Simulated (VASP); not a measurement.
Write the native input for VASP 6.6.1 that does the following.

* Task: relaxation of cell and atoms
* Functional: PBEsol
* Potentials or basis: VASP PAW PBE potentials, release 64 (Sb, In_d)
* Cutoff: 600 eV
* k mesh: 6 × 6 × 6
* Occupations: fermi-dirac, width 0.05 eV
* Spin: no spin polarisation
* Target pressure: 10 GPa
* Dipole correction: no
* Further INCAR settings: ALGO = Normal; EDIFF = 1e-07; IBRION = 2; EDIFFG = -0.02; NSW = 80; ISIF = 3

The structure of InSb3 lies in POSCAR:

```
InSb3
1.0
    4.8063670000      0.0000000000      0.0000000000
    0.0000000000      4.8063670000      0.0000000000
    0.0000000000      0.0000000000      4.8063670000
Sb In
3 1
Direct
    0.5000000000      0.5000000000      0.0000000000
    0.0000000000      0.5000000000      0.5000000000
    0.5000000000      0.0000000000      0.5000000000
    0.0000000000      0.0000000000      0.0000000000
```

One way to write it, as run:

INCAR

```
PREC = Accurate
ENCUT = 600
EDIFF = 1E-7
ISMEAR = -1
SIGMA = 0.05
LREAL = False
LASPH = True
NELM = 80
ALGO = Normal
ISIF = 3
LWAVE = False
LCHARG = False
GGA = PS
IBRION = 2
NSW = 80
EDIFFG = -0.02
PSTRESS = 100.0
```

KPOINTS

```
Automatic mesh
0
Gamma
  6 6 6
```

Potentials or basis: VASP PAW PBE potentials, release 64 (Sb, In_d).

Run with:

```sh
$ cat potpaw_PBE.64/Sb/POTCAR potpaw_PBE.64/In_d/POTCAR > POTCAR
$ mpirun -np 1 vasp_std > vasp.out
```

Results of the run:

```yaml
Relaxed_volume: 23.31 Å³/atom
Relaxed_cell: a = 4.535 Å, b = 4.535 Å, c = 4.535 Å, α = 90.00°, β = 90.00°, γ = 90.00°
Space_group_after_relaxing_to_0.05_Å: Pm-3m (No. 221)
Energy_change_on_relaxing_the_enthalpy_is_what_falls: +73.0 meV/atom
Ionic_steps: 4
Pressure_after_relaxing: 9.9 GPa
Band_gap_on_the_k_mesh: zero (band 14 reaches 14.39 eV, above the bottom of band 15 at 8.64 eV)
```

Caveat: the cell is relaxed towards a set pressure, so the enthalpy falls and the energy may rise; the volume moved by over 15 % at a fixed basis, so the end points are rough; the PAW data sets were made with another functional, which shifts forces and pressure a little; spin-orbit coupling is left out, which moves the levels of the heavy elements.

Run time: 4 min on 1 thread of AMD EPYC 7R43 64-Core Processor (Zen 3) (shared host), peak memory 0.24 GiB.
